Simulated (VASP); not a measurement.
# Li16H9F7 (P1) in VASP: settings compared

Aim: see how the results for Li16H9F7 move with the level of theory and the settings. Levels: r2SCAN, PBEsol, HSE06. Tasks: single point.

Program: VASP 6.6.1. These are calculated values, not measurements. Logs are shortened: lines on timing, memory, paths and dates and some standing lists are left out, and cuts for length are marked.

## 1. The cell of the first run

The typed cell holds 64 atoms: a = 8.010 Å, b = 8.010 Å, c = 8.010 Å, α = 90.00°, β = 90.00°, γ = 90.00°.

## 2. Single point, r2SCAN

The input, POSCAR:

```
Li16H9F7
1.0
    8.0102690000      0.0000000000      0.0000000000
    0.0000000000      8.0102690000      0.0000000000
    0.0000000000      0.0000000000      8.0102690000
F H Li
14 18 32
Direct
    0.2501700000      0.9999200000      0.0002360000
    0.2497880000      0.5009600000      0.9997630000
    0.7501890000      0.9996030000      0.0005600000
    0.0009120000      0.2497960000      0.9996900000
    0.0004000000      0.7497650000      0.9993930000
    0.5016300000      0.2496160000      0.5001290000
    0.4997910000      0.7502570000      0.0000330000
    0.5000560000      0.7496330000      0.4988820000
    0.0005070000      0.9993190000      0.2491540000
    0.0002460000      0.9998270000      0.7509700000
    0.0005380000      0.4994030000      0.7509660000
    0.5004020000      0.9997790000      0.2501910000
    0.2508630000      0.7497670000      0.2495720000
    0.7514610000      0.2498640000      0.7496320000
    0.2495150000      0.0001600000      0.5012320000
    0.2503210000      0.4989040000      0.5000320000
    0.7514960000      0.9991840000      0.4997890000
    0.7488410000      0.5002080000      0.0012730000
    0.7513040000      0.5002050000      0.4989770000
    0.0014260000      0.2499430000      0.4985760000
    0.9997310000      0.7487880000      0.5001060000
    0.5003880000      0.2521250000      0.9998200000
    0.9992690000      0.4988770000      0.2524900000
    0.5000640000      0.0004660000      0.7489540000
    0.5020500000      0.4981270000      0.2508060000
    0.5009560000      0.4998330000      0.7489550000
    0.2504550000      0.2516640000      0.2513540000
    0.2520590000      0.2498740000      0.7481820000
    0.2517100000      0.7502600000      0.7468670000
    0.7507100000      0.2512970000      0.2513950000
    0.7506790000      0.7473250000      0.2514630000
    0.7494010000      0.7487550000      0.7479750000
    0.0004750000      0.0000060000      0.9998330000
    0.0007230000      0.0000860000      0.5002920000
    0.0007690000      0.4998590000      0.9993180000
    0.0003400000      0.4994180000      0.5010090000
    0.4996550000      0.9994920000      0.0007730000
    0.5008850000      0.9994050000      0.4987410000
    0.4990640000      0.5011450000      0.0000040000
    0.5010230000      0.4999360000      0.4996390000
    0.2502040000      0.2507560000      0.0002220000
    0.2526610000      0.2506580000      0.4996190000
    0.2508740000      0.7499240000      0.0007370000
    0.2523810000      0.7488830000      0.4984660000
    0.7505370000      0.2495540000      0.9989180000
    0.7490840000      0.2501600000      0.5006560000
    0.7493210000      0.7500230000      0.0002190000
    0.7487180000      0.7486020000      0.4995480000
    0.2495990000      0.9991320000      0.2494270000
    0.2487210000      0.0003780000      0.7502730000
    0.2498890000      0.5002470000      0.2495630000
    0.2490000000      0.4994790000      0.7505130000
    0.7513380000      0.9995120000      0.2497180000
    0.7525260000      0.0010760000      0.7505840000
    0.7506690000      0.4993790000      0.2507330000
    0.7518730000      0.4986320000      0.7495570000
    0.9993130000      0.2487310000      0.2501950000
    0.9995080000      0.2501470000      0.7499970000
    0.0010020000      0.7504160000      0.2496100000
    0.0000360000      0.7495250000      0.7501100000
    0.5013810000      0.2494900000      0.2524980000
    0.5019790000      0.2500960000      0.7472190000
    0.5001260000      0.7503430000      0.2505420000
    0.5006330000      0.7495820000      0.7477060000
```

The input, INCAR.step1:

```
PREC = Accurate
ENCUT = 520
ISMEAR = -1
SIGMA = 0.05
LREAL = Auto
LASPH = True
NELM = 80
NBANDS = 144
GGA = PE
ALGO = Normal
EDIFF = 1E-4
LWAVE = True
LCHARG = False
```

The input, INCAR.step2:

```
PREC = Accurate
ENCUT = 520
EDIFF = 1E-7
ISMEAR = -1
SIGMA = 0.05
LREAL = Auto
LASPH = True
NELM = 80
ALGO = Normal
ISIF = 2
LWAVE = False
LCHARG = False
METAGGA = R2SCAN
LMIXTAU = True
NBANDS = 144
ISTART = 1
```

The input, KPOINTS:

```
regular mesh
0
Gamma
  1 1 1
```

Potentials or basis: VASP PAW PBE potentials, release 64 (F, H, Li_sv).

Launch:

```sh
$ cat potpaw_PBE.64/F/POTCAR potpaw_PBE.64/H/POTCAR potpaw_PBE.64/Li_sv/POTCAR > POTCAR
$ cp INCAR.step1 INCAR
$ mpirun -np 1 vasp_gam > vasp.out
$ cp INCAR.step2 INCAR
$ mpirun -np 1 vasp_gam > vasp.out
```

OUTCAR:

```text
PREC = Accurate
   ENCUT = 520
   EDIFF = 1E-7
   ISMEAR = -1
   LREAL = Auto
   LASPH = True
   NELM = 80
   ISIF = 2
   METAGGA = R2SCAN
   ISTART = 1

 ion  position               nearest neighbor table
   1  0.250  1.000  0.000-  49 2.00  37 2.00  33 2.00  50 2.00  43 2.00  41 2.01
   2  0.250  0.501  1.000-  43 1.99  35 1.99  52 2.00  39 2.00  51 2.00  41 2.00
   3  0.750  1.000  0.001-  53 2.00  47 2.00  45 2.00  54 2.00  33 2.00  37 2.01
   4  0.001  0.250  1.000-  41 2.00  58 2.00  33 2.00  35 2.00  45 2.01  57 2.01
   5  0.000  0.750  0.999-  60 2.00  35 2.00  59 2.00  33 2.00  43 2.01  47 2.01
   6  0.502  0.250  0.500-  62 1.98  46 1.98  61 1.98  42 1.99  38 2.00  40 2.01
   7  0.500  0.750  0.000-  43 1.99  39 2.00  37 2.00  47 2.00  63 2.01  64 2.02
   8  0.500  0.750  0.499-  44 1.98  63 1.99  48 1.99  64 1.99  40 2.00  38 2.00
   9  0.001  0.999  0.249-  59 1.99  49 2.00  53 2.00  33 2.00  57 2.00  34 2.01
  10  0.000  1.000  0.751-  54 1.98  50 1.99  33 1.99  60 2.00  58 2.01  34 2.01
  11  0.001  0.499  0.751-  35 1.99  52 1.99  56 1.99  58 2.00  36 2.00  60 2.00
  12  0.500  1.000  0.250-  38 1.99  37 2.00  63 2.00  61 2.00  49 2.01  53 2.01
  13  0.251  0.750  0.250-  43 1.99  44 1.99  63 2.00  49 2.00  51 2.00  59 2.00
  14  0.751  0.250  0.750-  58 1.99  56 1.99  54 1.99  46 1.99  45 2.00  62 2.00
  15  0.250  0.000  0.501-
  16  0.250  0.499  0.500-
  17  0.751  0.999  0.500-
[... 13 lines left out ...]
  31  0.751  0.747  0.251-
  32  0.749  0.749  0.748-
  33  0.000  0.000  1.000-  10 1.99   9 2.00   1 2.00   4 2.00   5 2.00   3 2.00
  34  0.001  0.000  0.500-  10 2.01   9 2.01
  35  0.001  0.500  0.999-  11 1.99   2 1.99   5 2.00   4 2.00
  36  0.000  0.499  0.501-  11 2.00
  37  0.500  0.999  0.001-   7 2.00  12 2.00   1 2.00   3 2.01
  38  0.501  0.999  0.499-  12 1.99   8 2.00   6 2.00
  39  0.499  0.501  0.000-   7 2.00   2 2.00
  40  0.501  0.500  0.500-   8 2.00   6 2.01
  41  0.250  0.251  0.000-   4 2.00   2 2.00   1 2.01
  42  0.253  0.251  0.500-   6 1.99
  43  0.251  0.750  0.001-  13 1.99   7 1.99   2 1.99   1 2.00   5 2.01
  44  0.252  0.749  0.498-   8 1.98  13 1.99
  45  0.751  0.250  0.999-  14 2.00   3 2.00   4 2.01
  46  0.749  0.250  0.501-   6 1.98  14 1.99
  47  0.749  0.750  0.000-   7 2.00   3 2.00   5 2.01
  48  0.749  0.749  0.500-   8 1.99
  49  0.250  0.999  0.249-   9 2.00   1 2.00  13 2.00  12 2.01
  50  0.249  0.000  0.750-  10 1.99   1 2.00
  51  0.250  0.500  0.250-  13 2.00   2 2.00
  52  0.249  0.499  0.751-  11 1.99   2 2.00
  53  0.751  1.000  0.250-   3 2.00   9 2.00  12 2.01
  54  0.753  0.001  0.751-  10 1.98  14 1.99   3 2.00
  55  0.751  0.499  0.251-
  56  0.752  0.499  0.750-  11 1.99  14 1.99
  57  0.999  0.249  0.250-   9 2.00   4 2.01
  58  1.000  0.250  0.750-  14 1.99  11 2.00   4 2.00  10 2.01
  59  0.001  0.750  0.250-   9 1.99  13 2.00   5 2.00
  60  0.000  0.750  0.750-   5 2.00  11 2.00  10 2.00
  61  0.501  0.249  0.252-   6 1.98  12 2.00
[... 249 lines left out ...]
   PSTRESS=    0.0 pullay stress
   NELECT =     212.0000    total number of electrons
   NUPDOWN=      -1.0000    fix difference up-down
   EMIN   =  10.00;   EMAX   =-10.00  energy-range for DOS
   EFERMI =   0.00;   METHOD = LEGACY
   ISMEAR =    -1;   SIGMA  =   0.05  broadening in eV -4-tet -1-fermi 0-gaus
   EFERMI_NEDOS =   21; number of points for ismear=-14 and -15
   IALGO  =     38    algorithm
   IMIX   =      4    mixing-type and parameters
     AMIX     =   0.40;   BMIX     =  1.00
     AMIX_MAG =   1.60;   BMIX_MAG =  1.00
  volume/ion in A,a.u.               =       8.03        54.19
  Fermi-wavevector in a.u.,A,eV,Ry     =   1.218633  2.302883 20.205563  1.485067
  Thomas-Fermi vector in A             =   2.353913
   LORBIT       =      0    0 simple, 1 ext, 2 COOP (PROOUT), +10 PAW based schemes
   METAGGA = R2SCAN    functional components
   LHFCALC =     F    Hartree Fock is set to
   AEXX    =    0.0000 exact exchange contribution
   IVDW    =     0    specifies the selected vdW correction
   LEPSILON=     F    determine dielectric tensor
   LRPA    =     F    only Hartree local field effects (RPA)
 non-spin polarized calculation
  energy-cutoff  :      520.00
  volume of cell :      513.97
 maximum number of plane-waves:      6903
 NGX is ok and might be reduce to    60
   NGX = 29   NGY = 29   NGZ = 29

 number of electron     211.9999530 magnetization

 Free energy of the ion-electron system (eV)
  ---------------------------------------------------
  ext. energy  EPLUGINS =         0.00000000
  ---------------------------------------------------
  free energy    TOTEN  =      -288.18552604 eV

  energy without entropy =     -288.18552604  energy(sigma->0) =     -288.18552604

 E-fermi :   1.8686     XC(G=0):  -9.6044

 val. band max:        0.6117090820   @ k =   0.0000   0.0000   0.0000
 cond. band min:       6.2763999699   @ k =   0.0000   0.0000   0.0000
 fundamental gap:      5.6646908879
 Fermi energy:         1.8685958814

 k-point     1 :       0.0000    0.0000    0.0000
  band No.  band energies     occupation
      1     -45.0059      2.00000
      2     -44.9784      2.00000
      3     -44.9458      2.00000
      4     -44.9331      2.00000
      5     -44.9318      2.00000
      6     -44.9194      2.00000
[... 110 lines left out ...]
    117       7.7362      0.00000
    118       7.9261      0.00000
 [bands above 118 left out]

------------------------ aborting loop because EDIFF is reached ----------------------------------------

  FORCE on cell =-STRESS in cart. coord.  units (eV):
  Direction    XX          YY          ZZ          XY          YZ          ZX
  --------------------------------------------------------------------------------------
  -------------------------------------------------------------------------------------
  Total       -0.9788739     -1.0264154     -1.0228297     -0.0811167     -0.2195914     -0.2331021
  in kB       -3.0513782     -3.1995760     -3.1883986     -0.2528598     -0.6845176     -0.7266336
  external PRESSURE =      -3.1464509 kB  Pullay stress =       0.0000000 kB

 VOLUME and BASIS-vectors are now :
 -----------------------------------------------------------------------------
  energy-cutoff  :      520.00
  volume of cell :      513.97
      direct lattice vectors                 reciprocal lattice vectors
     8.010269000  0.000000000  0.000000000     0.124839753  0.000000000  0.000000000
     0.000000000  8.010269000  0.000000000     0.000000000  0.124839753  0.000000000
     0.000000000  0.000000000  8.010269000     0.000000000  0.000000000  0.124839753

 POSITION                                       TOTAL-FORCE (eV/Angst)
 -----------------------------------------------------------------------------------
      2.00393      8.00963      0.00189         0.001671     -0.002520      0.019225
      2.00087      4.01282      8.00837        -0.019716     -0.018790      0.013874
      6.00922      8.00709      0.00449         0.007370     -0.011628      0.012062
      0.00731      2.00093      8.00779         0.007860      0.006057     -0.012823
      0.00320      6.00582      8.00541         0.005244      0.006320     -0.002440
      4.01819      1.99949      4.00617         0.017524      0.022709     -0.023772
[... 56 lines left out ...]
      4.00614      6.01045      2.00691        -0.059239      0.026496     -0.051520
      4.01021      6.00435      5.98933        -0.013902      0.010601      0.017148
 -----------------------------------------------------------------------------------
    total drift:                               -0.076476     -0.055512     -0.063008

  FREE ENERGIE OF THE ION-ELECTRON SYSTEM (eV)
  ---------------------------------------------------
  free  energy   TOTEN  =      -288.1855260377 eV

  energy  without entropy=     -288.1855260377  energy(sigma->0) =     -288.18552604
```

It took 12 min on 1 thread of Intel Xeon Platinum 8259CL at 2.50GHz (Skylake/Cascade Lake), shared host; peak memory 0.55 GiB.

What came out:

```yaml
Free_energy: -288.1855 eV
Largest_force: 0.083 eV/Å
Band_gap_on_the_k_mesh: 5.66 eV
```

Forces in eV/Å, atoms in the order of the input:
```
F    0.002 -0.003  0.019
F   -0.020 -0.019  0.014
F    0.007 -0.012  0.012
F    0.008  0.006 -0.013
F    0.005  0.006 -0.002
F    0.018  0.023 -0.024
F    0.021  0.018  0.012
F    0.004 -0.011 -0.021
F   -0.013 -0.004  0.013
F    0.004  0.000 -0.009
F   -0.015  0.007  0.015
F    0.010 -0.013 -0.007
F   -0.003  0.003 -0.002
F    0.010  0.002 -0.005
H    0.040 -0.003 -0.027
H   -0.011  0.026  0.021
H   -0.035  0.014  0.046
H    0.034 -0.055 -0.040
H   -0.005 -0.018  0.046
H   -0.025  0.003  0.023
H    0.014  0.008 -0.037
H    0.041 -0.034  0.011
H    0.040  0.028 -0.049
H    0.022  0.019  0.032
H   -0.035  0.041 -0.047
H   -0.011 -0.010  0.057
H    0.004 -0.041 -0.005
H   -0.028  0.016  0.011
H   -0.039 -0.023  0.031
H    0.003 -0.037 -0.033
H    0.005  0.034 -0.008
H    0.012  0.035  0.019
Li  -0.028 -0.005  0.024
Li   0.003 -0.025 -0.034
Li   0.028  0.015  0.001
Li   0.024  0.012  0.031
Li   0.026 -0.022  0.027
Li   0.014 -0.004 -0.041
Li  -0.030  0.047 -0.012
Li  -0.011  0.010  0.018
Li  -0.057 -0.035 -0.008
Li   0.039 -0.020  0.031
Li  -0.018 -0.003  0.029
Li  -0.036  0.016 -0.015
Li   0.019 -0.024 -0.031
Li  -0.003 -0.001  0.026
Li   0.031  0.043 -0.024
Li  -0.006 -0.007 -0.015
Li   0.018 -0.034 -0.032
Li  -0.006  0.003  0.051
Li  -0.008  0.042 -0.046
Li  -0.027 -0.002  0.030
Li   0.007  0.010 -0.064
Li   0.007 -0.009  0.023
Li   0.008 -0.012 -0.004
Li   0.018 -0.030  0.006
Li   0.021 -0.013 -0.059
Li  -0.034 -0.019  0.037
Li   0.044  0.008 -0.020
Li   0.005  0.036  0.033
Li  -0.030 -0.018 -0.009
Li  -0.007 -0.003  0.030
Li  -0.059  0.026 -0.052
Li  -0.014  0.011  0.017
```

Levels at points of the mesh, in eV from the valence-band top:
```
           k point  band 102  band 103  band 104  band 105  band 106  band 107  band 108  band 109  band 110  band 111
(0.00, 0.00, 0.00)     -0.86     -0.46     -0.38     -0.30      0.00      5.66      5.85      5.95      6.43      6.67
```

Caveat: the k points lie up to 0.78 Å⁻¹ apart; the cutoff is under 1.25 times the usual one of these potentials, so pressure, stress and relaxed cells hold a basis-set (Pulay) error; the PAW data sets were made with another functional, which shifts forces and pressure a little.

[end of part 1 of 2]
